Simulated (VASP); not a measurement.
# K4Ag (Pm-3m) in VASP: further runs

The runs below take K4Ag through single point, with PBE.

Everything below comes from runs of VASP 6.6.1. Logs are shortened: lines on timing, memory, paths and dates and some standing lists are left out, and cuts for length are marked.

## 1. The cell of the first run

It takes space group Pm-3m (No. 221, cubic). The conventional cell has a = 7.432 Å, b = 7.432 Å, c = 7.432 Å, α = 90.00°, β = 90.00°, γ = 90.00°. K (site symmetry 4/mmm) has 2 K at 3.72 Å within 4.9 Å. Within 4.9 Å of K (site symmetry 4/mmm) lie 2 K at 3.72 Å. K (site symmetry m-3m) has 6 K at 3.72 Å within 4.9 Å.

## 2. Single point, PBE

File INCAR:

```
PREC     = Accurate       # precision mode
ENCUT    = 520            # plane-wave cutoff, eV
EDIFF    = 1E-6           # SCF threshold, eV
ISMEAR   = 0              # smearing method
SIGMA    = 0.2            # smearing width, eV
LREAL    = False          # projectors in reciprocal space
LASPH    = True           # aspherical terms in the spheres
NELM     = 100            # most SCF steps
ALGO     = Normal         # electronic algorithm
ISIF     = 2              # what is computed and relaxed
LWAVE    = False          # write WAVECAR
LCHARG   = False          # write CHGCAR
GGA      = PE             # functional
NBANDS   = 58             # bands
```

File KPOINTS:

```
Automatic mesh
0
Gamma
  4 4 2
```

File POSCAR:

```
K4Ag
1.0
   -7.4315626295      0.0000000000      0.0000000000
    0.0000000000      0.0000000000     -7.4315626295
    0.0000000000    -14.8631252590      0.0000000000
K Ag
8 2
Direct
    0.5000000000      0.0000000000      0.0000000000
    0.5000000000      0.0000000000      0.5000000000
    0.0000000000      0.0000000000      0.7500000000
    0.0000000000      0.0000000000      0.2500000000
    0.0000000000      0.5000000000      0.0000000000
    0.0000000000      0.5000000000      0.5000000000
    0.0000000000      0.0000000000      0.0000000000
    0.0000000000      0.0000000000      0.5000000000
    0.5000000000      0.5000000000      0.7500000000
    0.5000000000      0.5000000000      0.2500000000
```

Potentials or basis: VASP PAW PBE potentials, release 64 (K_sv, Ag).

Command:

```
$ cat potpaw_PBE.64/K_sv/POTCAR potpaw_PBE.64/Ag/POTCAR > POTCAR
$ mpirun -np 1 vasp_std > vasp.out
```

OUTCAR:

```text
PREC = Accurate
   ENCUT = 520
   EDIFF = 1E-6
   ISMEAR = 0
   LREAL = False
   LASPH = True
   NELM = 100
   ISIF = 2
   GGA = PE

 ion  position               nearest neighbor table
   1  0.500  0.000  0.000-   7 3.72   7 3.72
   2  0.500  0.000  0.500-   8 3.72   8 3.72
   3  0.000  0.000  0.750-   7 3.72   8 3.72
   4  0.000  0.000  0.250-   7 3.72   8 3.72
   5  0.000  0.500  0.000-   7 3.72   7 3.72
   6  0.000  0.500  0.500-   8 3.72   8 3.72
   7  0.000  0.000  0.000-   1 3.72   3 3.72   4 3.72   5 3.72   5 3.72   1 3.72
   8  0.000  0.000  0.500-   2 3.72   3 3.72   4 3.72   6 3.72   6 3.72   2 3.72
   9  0.500  0.500  0.750-
  10  0.500  0.500  0.250-

  LATTYP: Found a simple tetragonal cell.
 ALAT       =     7.4315626295
 C/A-ratio  =     2.0000000000

  Lattice vectors:

 A1 = (  -7.4315626295,   0.0000000000,   0.0000000000)
 A2 = (   0.0000000000,   0.0000000000,  -7.4315626295)
 A3 = (   0.0000000000, -14.8631252590,   0.0000000000)

Analysis of symmetry for initial positions (statically):
=====================================================================
 Subroutine PRICEL returns following result:

  LATTYP: Found a simple cubic cell.
 ALAT       =     7.4315626295

  Lattice vectors:

 A1 = (  -7.4315626295,   0.0000000000,   0.0000000000)
 A2 = (   0.0000000000,   0.0000000000,  -7.4315626295)
 A3 = (   0.0000000000,  -7.4315626295,   0.0000000000)

   2 primitive cells build up your supercell.

 Routine SETGRP: Setting up the symmetry group for a
 simple tetragonal supercell.

 Subroutine GETGRP returns: Found 16 space group operations
 (whereof 16 operations were pure point group operations)
 out of a pool of 16 trial point group operations.

The static configuration has the point symmetry D_4h.

Analysis of symmetry for dynamics (positions and initial velocities):
=====================================================================
 Subroutine PRICEL returns following result:

  LATTYP: Found a simple cubic cell.
 ALAT       =     7.4315626295

  Lattice vectors:

[... 106 lines left out ...]
   EDIFF  = 0.1E-05   stopping-criterion for ELM
   LREAL  =      F    real-space projection
   EDIFFG = 0.1E-04   stopping-criterion for IOM
   NSW    =      0    number of steps for IOM
   IBRION =     -1    ionic relax: 0-MD 1-quasi-New 2-CG
   NFREE  =      0    steps in history (QN), initial steepest desc. (CG)
   ISIF   =      2    stress and relaxation
   ISYM   =      2    0-nonsym 1-usesym 2-fastsym
   POTIM  = 0.5000    time-step for ionic-motion
   TEBEG  =    0.0;   TEEND  =   0.0 temperature during run
   PSTRESS=    0.0 pullay stress
   NELECT =      94.0000    total number of electrons
   NUPDOWN=      -1.0000    fix difference up-down
   EMIN   =  10.00;   EMAX   =-10.00  energy-range for DOS
   EFERMI =   0.00;   METHOD = LEGACY
   ISMEAR =     0;   SIGMA  =   0.20  broadening in eV -4-tet -1-fermi 0-gaus
   EFERMI_NEDOS =   21; number of points for ismear=-14 and -15
   IALGO  =     38    algorithm
   IMIX   =      4    mixing-type and parameters
     AMIX     =   0.40;   BMIX     =  1.00
     AMIX_MAG =   1.60;   BMIX_MAG =  1.00
  volume/ion in A,a.u.               =      82.09       553.95
  Fermi-wavevector in a.u.,A,eV,Ry     =   0.794988  1.502310  8.598965  0.632006
  Thomas-Fermi vector in A             =   1.901228
   LORBIT       =      0    0 simple, 1 ext, 2 COOP (PROOUT), +10 PAW based schemes
   GGA     = PE    functional components
   LHFCALC =     F    Hartree Fock is set to
   AEXX    =    0.0000 exact exchange contribution
   IVDW    =     0    specifies the selected vdW correction
   LEPSILON=     F    determine dielectric tensor
   LRPA    =     F    only Hartree local field effects (RPA)
 non-spin polarized calculation
 Gauss-broadening in eV      SIGMA  =   0.20
  energy-cutoff  :      520.00
  volume of cell :      820.86
 maximum number of plane-waves:     22168
 NGX is ok and might be reduce to    56

 number of electron      93.9999976 magnetization

 Free energy of the ion-electron system (eV)
  ---------------------------------------------------
  ext. energy  EPLUGINS =         0.00000000
  ---------------------------------------------------
  free energy    TOTEN  =        -8.92139730 eV

  energy without entropy =       -8.74691629  energy(sigma->0) =       -8.83415679

 E-fermi :  -0.3799     XC(G=0):  -5.2523

 val. band max:       -0.5669979028   @ k =   0.5000   0.2500   0.0000
 cond. band min:      -0.3604512276   @ k =   0.2500   0.2500   0.0000
 fundamental gap:      0.2065466752
 Fermi energy:        -0.3798965312

 k-point     1 :       0.0000    0.0000    0.0000
  band No.  band energies     occupation
      1     -33.1015      2.00000
      2     -33.0990      2.00000
      3     -33.0422      2.00000
      4     -33.0420      2.00000
      5     -33.0420      2.00000
      6     -33.0420      2.00000
[... 721 lines left out ...]
     57       0.6744      0.00000
     58       0.6744      0.00000

------------------------ aborting loop because EDIFF is reached ----------------------------------------

  FORCE on cell =-STRESS in cart. coord.  units (eV):
  Direction    XX          YY          ZZ          XY          YZ          ZX
  --------------------------------------------------------------------------------------
  -------------------------------------------------------------------------------------
  Total        0.1156378      0.1157358      0.1156378      0.0000000     -0.0000000      0.0000000
  in kB        0.2257043      0.2258957      0.2257043      0.0000000     -0.0000000      0.0000000
  external PRESSURE =       0.2257681 kB  Pullay stress =       0.0000000 kB

 VOLUME and BASIS-vectors are now :
 -----------------------------------------------------------------------------
  energy-cutoff  :      520.00
  volume of cell :      820.86
      direct lattice vectors                 reciprocal lattice vectors
    -7.431562630  0.000000000  0.000000000    -0.134561202  0.000000000  0.000000000
     0.000000000  0.000000000 -7.431562630     0.000000000  0.000000000 -0.134561202
     0.000000000-14.863125259  0.000000000     0.000000000 -0.067280601  0.000000000

 POSITION                                       TOTAL-FORCE (eV/Angst)
 -----------------------------------------------------------------------------------
     -3.71578      0.00000      0.00000         0.000000     -0.000000     -0.000000
     -3.71578     -7.43156      0.00000         0.000000      0.000000     -0.000000
      0.00000    -11.14734      0.00000        -0.000000     -0.000000     -0.000000
      0.00000     -3.71578      0.00000        -0.000000      0.000000     -0.000000
      0.00000      0.00000     -3.71578        -0.000000     -0.000000      0.000000
      0.00000     -7.43156     -3.71578        -0.000000      0.000000      0.000000
      0.00000      0.00000      0.00000        -0.000000      0.000000     -0.000000
      0.00000     -7.43156      0.00000        -0.000000      0.000000     -0.000000
     -3.71578    -11.14734     -3.71578         0.000000      0.000000      0.000000
     -3.71578     -3.71578     -3.71578         0.000000      0.000000      0.000000
 -----------------------------------------------------------------------------------
    total drift:                               -0.000000     -0.000000      0.000000

  FREE ENERGIE OF THE ION-ELECTRON SYSTEM (eV)
  ---------------------------------------------------
  free  energy   TOTEN  =        -8.9213972976 eV

  energy  without entropy=       -8.7469162902  energy(sigma->0) =       -8.83415679
```

It took 19 min on 1 thread of Intel Xeon Platinum 8259CL at 2.50GHz (Skylake/Cascade Lake), shared host; peak memory 0.94 GiB.

What came out:

| Item | Value |
| --- | --- |
| Free energy | -8.9214 eV |
| Pressure | 0.0 GPa |
| Band gap on the k mesh | zero (bands 47 and 48 overlap by 0.98 eV) |

## 3. Single point, PBE

This run uses another cell than the first one: it holds 5 atoms, not 10.

File INCAR:

```
SYSTEM = K4Ag
PREC = Accurate
ENCUT = 520
EDIFF = 1E-6
ISMEAR = 0
SIGMA = 0.1
LREAL = .False.
LASPH = .True.
NELM = 100
ALGO = Normal
ISIF = 2
LWAVE = .False.
LCHARG = .True.
GGA = PE
LELF = .True.
LVHAR = .True.
NBANDS = 32
```

File KPOINTS:

```
regular mesh
0
Gamma
  4 4 4
  0 0 0
```

File POSCAR:

```
K4Ag
1.0
    5.7753247000      0.0000000000      0.0000000000
    0.0000000000      5.7753247000      0.0000000000
    0.0000000000      0.0000000000      5.7753247000
K Ag
4 1
Direct
    0.5000000000      0.0000000000      0.0000000000
    0.0000000000      0.5000000000      0.0000000000
    0.0000000000      0.0000000000      0.5000000000
    0.0000000000      0.0000000000      0.0000000000
    0.5000000000      0.5000000000      0.5000000000
```

Potentials or basis: VASP PAW PBE potentials, release 64 (K_sv, Ag).

Command:

```
$ cat potpaw_PBE.64/K_sv/POTCAR potpaw_PBE.64/Ag/POTCAR > POTCAR
$ mpirun -np 1 vasp_std > vasp.out
```

OUTCAR:

```text
SYSTEM = K4Ag
   PREC = Accurate
   ENCUT = 520
   EDIFF = 1E-6
   ISMEAR = 0
   LREAL = .False.
   LASPH = .True.
   NELM = 100
   ISIF = 2
   GGA = PE

 ion  position               nearest neighbor table
   1  0.500  0.000  0.000-   4 2.89   4 2.89
   2  0.000  0.500  0.000-   4 2.89   4 2.89
   3  0.000  0.000  0.500-   4 2.89   4 2.89
   4  0.000  0.000  0.000-   1 2.89   2 2.89   3 2.89   3 2.89   2 2.89   1 2.89
   5  0.500  0.500  0.500-

  LATTYP: Found a simple cubic cell.
 ALAT       =     5.7753247000

  Lattice vectors:

 A1 = (   5.7753247000,   0.0000000000,   0.0000000000)
 A2 = (   0.0000000000,   5.7753247000,   0.0000000000)
 A3 = (   0.0000000000,   0.0000000000,   5.7753247000)

Analysis of symmetry for initial positions (statically):
=====================================================================
 Subroutine PRICEL returns:
 Original cell was already a primitive cell.

 Routine SETGRP: Setting up the symmetry group for a
 simple cubic supercell.

 Subroutine GETGRP returns: Found 48 space group operations
 (whereof 48 operations were pure point group operations)
 out of a pool of 48 trial point group operations.

The static configuration has the point symmetry O_h .

Analysis of symmetry for dynamics (positions and initial velocities):
=====================================================================
 Subroutine PRICEL returns:
 Original cell was already a primitive cell.

 Routine SETGRP: Setting up the symmetry group for a
 simple cubic supercell.

 Subroutine GETGRP returns: Found 48 space group operations
 (whereof 48 operations were pure point group operations)
 out of a pool of 48 trial point group operations.

The dynamic configuration has the point symmetry O_h .

 Subroutine INISYM returns: Found 48 space group operations
 (whereof 48 operations are pure point group operations),
 and found     1 'primitive' translations

----------------------------------------------------------------------------------------

                                     Primitive cell

  volume of cell :     192.6323

  direct lattice vectors                    reciprocal lattice vectors
     5.775324700  0.000000000  0.000000000     0.173150438  0.000000000  0.000000000
     0.000000000  5.775324700  0.000000000     0.000000000  0.173150438  0.000000000
     0.000000000  0.000000000  5.775324700     0.000000000  0.000000000  0.173150438

  length of vectors
     5.775324700  5.775324700  5.775324700     0.173150438  0.173150438  0.173150438

  position of ions in fractional coordinates (direct lattice)
     0.500000000  0.000000000  0.000000000
     0.000000000  0.500000000  0.000000000
     0.000000000  0.000000000  0.500000000
     0.000000000  0.000000000  0.000000000
     0.500000000  0.500000000  0.500000000

  ion indices of the primitive-cell ions
   primitive index   ion index
                 1           1
                 2           2
                 3           3
                 4           4
                 5           5

----------------------------------------------------------------------------------------

 KPOINTS: regular mesh

Automatic generation of k-mesh.
[... 22 lines left out ...]
            Coordinates               Weight
  0.000000  0.000000  0.000000      1.000000
  0.250000  0.000000  0.000000      6.000000
  0.500000  0.000000  0.000000      3.000000
  0.250000  0.250000  0.000000     12.000000
  0.500000  0.250000  0.000000     12.000000
  0.500000  0.500000  0.000000      3.000000
  0.250000  0.250000  0.250000      8.000000
  0.500000  0.250000  0.250000     12.000000
  0.500000  0.500000  0.250000      6.000000
  0.500000  0.500000  0.500000      1.000000
   k-points           NKPTS =     10   k-points in BZ     NKDIM =     10   number of bands    NBANDS=     32
   number of dos      NEDOS =    301   number of ions     NIONS =      5
   total plane-waves  NPLWV = 110592
   dimension x,y,z NGX =    48 NGY =   48 NGZ =   48
   dimension x,y,z NGXF=    96 NGYF=   96 NGZF=   96
   ions per type =               4   1
   NGX,Y,Z   is equivalent  to a cutoff of  13.82, 13.82, 13.82 a.u.
   NGXF,Y,Z  is equivalent  to a cutoff of  27.63, 27.63, 27.63 a.u.
 SYSTEM =  K4Ag
   PREC   = accura    normal or accurate (medium, high low for compatibility)
   ISTART =      0    job   : 0-new  1-cont  2-samecut
   ICHARG =      2    charge: 1-file 2-atom 10-const
   ISPIN  =      1    spin polarized calculation?
   LNONCOLLINEAR =      F non collinear calculations
   LSORBIT =      F    spin-orbit coupling
   LASPH  =      T    aspherical Exc in radial PAW
   ENCUT  =  520.0 eV  38.22 Ry    6.18 a.u.  10.74 10.74 10.74*2*pi/ulx,y,z
   NELM   =    100;   NELMIN=  2; NELMDL= -5     # of ELM steps
   EDIFF  = 0.1E-05   stopping-criterion for ELM
   LREAL  =      F    real-space projection
   EDIFFG = 0.1E-04   stopping-criterion for IOM
   NSW    =      0    number of steps for IOM
   IBRION =     -1    ionic relax: 0-MD 1-quasi-New 2-CG
   NFREE  =      0    steps in history (QN), initial steepest desc. (CG)
   ISIF   =      2    stress and relaxation
   ISYM   =      2    0-nonsym 1-usesym 2-fastsym
   POTIM  = 0.5000    time-step for ionic-motion
   TEBEG  =    0.0;   TEEND  =   0.0 temperature during run
   PSTRESS=    0.0 pullay stress
   NELECT =      47.0000    total number of electrons
   NUPDOWN=      -1.0000    fix difference up-down
   EMIN   =  10.00;   EMAX   =-10.00  energy-range for DOS
   EFERMI =   0.00;   METHOD = LEGACY
   ISMEAR =     0;   SIGMA  =   0.10  broadening in eV -4-tet -1-fermi 0-gaus
   EFERMI_NEDOS =   21; number of points for ismear=-14 and -15
   IALGO  =     38    algorithm
   IMIX   =      4    mixing-type and parameters
     AMIX     =   0.40;   BMIX     =  1.00
     AMIX_MAG =   1.60;   BMIX_MAG =  1.00
  volume/ion in A,a.u.               =      38.53       259.99
  Fermi-wavevector in a.u.,A,eV,Ry     =   1.022973  1.933140 14.238153  1.046475
  Thomas-Fermi vector in A             =   2.156682
   LORBIT       =      0    0 simple, 1 ext, 2 COOP (PROOUT), +10 PAW based schemes
   GGA     = PE    functional components
   LHFCALC =     F    Hartree Fock is set to
   AEXX    =    0.0000 exact exchange contribution
   IVDW    =     0    specifies the selected vdW correction
   LEPSILON=     F    determine dielectric tensor
   LRPA    =     F    only Hartree local field effects (RPA)
 non-spin polarized calculation
 Gauss-broadening in eV      SIGMA  =   0.10
  energy-cutoff  :      520.00
  volume of cell :      192.63
 maximum number of plane-waves:      5232
 NGX is ok and might be reduce to    48

 number of electron      47.0000000 magnetization

 Free energy of the ion-electron system (eV)
  ---------------------------------------------------
  ext. energy  EPLUGINS =         0.00000000
  ---------------------------------------------------
  free energy    TOTEN  =        -2.20360975 eV

  energy without entropy =       -2.17326577  energy(sigma->0) =       -2.18843776

 E-fermi :   2.0073     XC(G=0):  -7.5456

 val. band max:        1.9733746174   @ k =   0.5000   0.2500   0.0000
 cond. band min:       2.0593333859   @ k =   0.5000   0.5000   0.2500
 fundamental gap:      0.0859587685
 Fermi energy:         2.0072808779

 k-point     1 :       0.0000    0.0000    0.0000
  band No.  band energies     occupation
      1     -32.4437      2.00000
      2     -30.7066      2.00000
      3     -30.7066      2.00000
      4     -30.6815      2.00000
      5     -16.4183      2.00000
      6     -16.4183      2.00000
[... 339 lines left out ...]
     31       5.6243      0.00000
     32       5.6332      0.00000

------------------------ aborting loop because EDIFF is reached ----------------------------------------

  FORCE on cell =-STRESS in cart. coord.  units (eV):
  Direction    XX          YY          ZZ          XY          YZ          ZX
  --------------------------------------------------------------------------------------
  -------------------------------------------------------------------------------------
  Total        6.6655276      6.6655276      6.6655276      0.0000000      0.0000000      0.0000000
  in kB       55.4390647     55.4390647     55.4390647      0.0000000      0.0000000      0.0000000
  external PRESSURE =      55.4390647 kB  Pullay stress =       0.0000000 kB

 VOLUME and BASIS-vectors are now :
 -----------------------------------------------------------------------------
  energy-cutoff  :      520.00
  volume of cell :      192.63
      direct lattice vectors                 reciprocal lattice vectors
     5.775324700  0.000000000  0.000000000     0.173150438  0.000000000  0.000000000
     0.000000000  5.775324700  0.000000000     0.000000000  0.173150438  0.000000000
     0.000000000  0.000000000  5.775324700     0.000000000  0.000000000  0.173150438

 POSITION                                       TOTAL-FORCE (eV/Angst)
 -----------------------------------------------------------------------------------
      2.88766      0.00000      0.00000         0.000000      0.000000      0.000000
      0.00000      2.88766      0.00000         0.000000      0.000000      0.000000
      0.00000      0.00000      2.88766         0.000000      0.000000      0.000000
      0.00000      0.00000      0.00000         0.000000      0.000000      0.000000
      2.88766      2.88766      2.88766         0.000000      0.000000      0.000000
 -----------------------------------------------------------------------------------
    total drift:                                0.000000     -0.000000      0.000000

  FREE ENERGIE OF THE ION-ELECTRON SYSTEM (eV)
  ---------------------------------------------------
  free  energy   TOTEN  =        -2.2036097548 eV

  energy  without entropy=       -2.1732657718  energy(sigma->0) =       -2.18843776
```

stdout:

```text
POSCAR found type information on POSCAR K Ag
 POSCAR found :  2 types and       5 ions
 scaLAPACK will be used
 LDA part: xc-table for (Slater+PW92), standard interpolation
 POSCAR, INCAR and KPOINTS ok, starting setup
 FFT: planning ... GRIDC
 FFT: planning ... GRID_SOFT
 FFT: planning ... GRID
 WAVECAR not read
 entering main loop
```

It took 2 min on 1 thread of Intel Xeon Platinum 8259CL at 2.50GHz (Skylake/Cascade Lake), shared host; peak memory 0.33 GiB.

What came out:

- Free energy: -2.2036 eV
- Pressure: 5.5 GPa
- Band gap on the k mesh: zero (an odd number of electrons rules out a gap without spin polarisation)

Levels at points of the mesh, in eV from the Fermi level:
```csv
k point,band 20,band 21,band 22,band 23,band 24,band 25,band 26,band 27
"(0.00, 0.00, 0.00)",-3.80,-3.80,-3.41,0.21,0.34,0.34,0.34,1.04
"(0.50, 0.00, 0.00)",-3.79,-3.78,-2.37,-1.79,0.41,0.41,0.42,1.48
"(0.50, 0.50, 0.00)",-3.79,-3.75,-1.85,-0.62,-0.62,-0.29,0.94,0.94
"(0.50, 0.50, 0.50)",-3.75,-3.75,-1.58,0.13,0.13,0.13,0.49,0.49
```

Caveat: the cell stands under pressure.

The gap in the log of VASP goes by the Fermi energy; the results here count the filled bands.